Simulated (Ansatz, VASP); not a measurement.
**MgBe2Te3: VASP beside Ansatz**

INCAR

```
SYSTEM = MgBe2Te3
PREC = Accurate
ENCUT = 600
EDIFF = 1E-6
ISMEAR = 0
SIGMA = 0.1
LREAL = .FALSE.
LASPH = .TRUE.
NELM = 80
ALGO = Normal
ISIF = 3
LWAVE = .FALSE.
LCHARG = .FALSE.
GGA = PE
IBRION = 2
NSW = 100
EDIFFG = -0.01
```

KPOINTS

```
Automatic mesh
0
G
  6 6 10
  0 0 0
```

Contents of POSCAR:

```
MgBe2Te3
1.0
    6.8309236646      0.0000000000      0.0000000000
   -3.4154618323      5.9157534248      0.0000000000
    0.0000000000      0.0000000000      3.5740052528
Mg Be Te
1 2 3
Direct
    0.0000000000      0.0000000000      0.0000000000
    0.3333333333      0.6666666667      0.0000000000
    0.6666666667      0.3333333333      0.0000000000
    0.5000000000      0.0000000000      0.5000000000
    0.5000000000      0.5000000000      0.5000000000
    0.0000000000      0.5000000000      0.5000000000
```

Input for Ansatz:

```yaml
crystal:
  lattice:
    - [6.8309236646, 0.0, 0.0]
    - [-3.4154618323, 5.9157534248, 0.0]
    - [0.0, 0.0, 3.5740052528]
  atoms:
    - { symbol: Mg, position: [0.0, 0.0, 0.0] }
    - { symbol: Be, position: [0.3333333333, 0.6666666667, 0.0] }
    - { symbol: Be, position: [0.6666666667, 0.3333333333, 0.0] }
    - { symbol: Te, position: [0.5, 0.0, 0.5] }
    - { symbol: Te, position: [0.5, 0.5, 0.5] }
    - { symbol: Te, position: [0.0, 0.5, 0.5] }
basis:
  ecutwfc: 420
kpoints:
  mp_grid: { grid: [6, 6, 10] }
hamiltonian:
  xc: pbe
scf:
  occupations: { method: gaussian, width: 0.1 }
output:
  forces: true
  stress: true
  eigenvalues: true
  write_density: true
  write_potential: true
  elf: true
  volumetric_format: npy
relax:
  adjacent_minimum: "off"
  f_tol: 0.01
  max_steps: 80
  cell: { stress_tol: 0.05 }
```

Change from the starting cell: species swapped into the ErB2Ru3 type (P6/mmm, No. 191).

Alike in both runs: task relaxation of cell and atoms; functional PBE; k mesh 6 × 6 × 10; occupations gaussian, width 0.1 eV; no spin polarisation.

|  | VASP | Ansatz |
| --- | --- | --- |
| version | VASP 6.6.1 | Ansatz 0.2.0 |
| potentials or method | VASP PAW PBE potentials, release 64 (Mg, Be, Te), cutoff 600 eV | scalar-relativistic, plane waves, PAW |
| valence electrons in the cell | 24 | 62 |

```csv
,VASP,Ansatz,Ansatz less VASP
"gap on the k mesh at the Fermi level, each at its own relaxed structure (eV)",none,none,-
relaxed volume (Å³/atom),25.31,25.32,+0.015
relaxed length of the cell vector where the two differ most in proportion (Å),7.380,7.385,+0.0043
```

A gap of «none» marks a metal or a gap that the smearing closes. VASP's potentials hold 24 valence electrons a cell and Ansatz's 62, so a difference there can come from the potentials and not from the codes.

Neither program's run includes spin-orbit coupling.
